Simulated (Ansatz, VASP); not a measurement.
## One calculation of Sc3Al, two programs

```xyz
4
Lattice="4.3748 0.0000 0.0000 0.0000 4.3748 0.0000 0.0000 0.0000 4.3748" Properties=species:S:1:pos:R:3 pbc="T T T"
Sc    2.1874   -0.1000    2.1874
Sc    0.0000    2.2340    2.1874
Sc    2.1874    2.2340    0.0000
Al    0.0000    0.0112    0.0000
```

Change from the starting cell: mode 10 (252.5 1/cm) frozen in, largest displacement -0.100 Å.

Alike in both runs: task single point; functional PBEsol; k mesh 12 × 12 × 12; occupations gaussian, width 0.15 eV; no spin polarisation.

|  | VASP | Ansatz |
| --- | --- | --- |
| version | VASP 6.6.1 | Ansatz 0.2.0 |
| potentials or method | VASP PAW PBE potentials, release 64 (Sc_sv, Al), cutoff 520 eV | scalar-relativistic, plane waves, PAW |
| valence electrons in the cell | 36 | 36 |

Ansatz gave:

* gap on the k mesh at the Fermi level (eV): none
* pressure (GPa): 0.3
* traceless stress, the component that is largest in VASP (GPa): -0.07
* rms of the force components (eV/Å): 0.364

Task: Which values does VASP return?

Result: gap on the k mesh at the Fermi level (eV): none; pressure (GPa): 0.3; traceless stress, the component that is largest in VASP (GPa): -0.07; rms of the force components (eV/Å): 0.366.

VASP's potentials were made for PBE, not for PBEsol. Atom by atom the forces differ by 0.002 eV/Å (rms over components). A gap of «none» marks a metal or a gap that the smearing closes. The functional is the same, so the differences come from potentials, cutoffs and numerics.
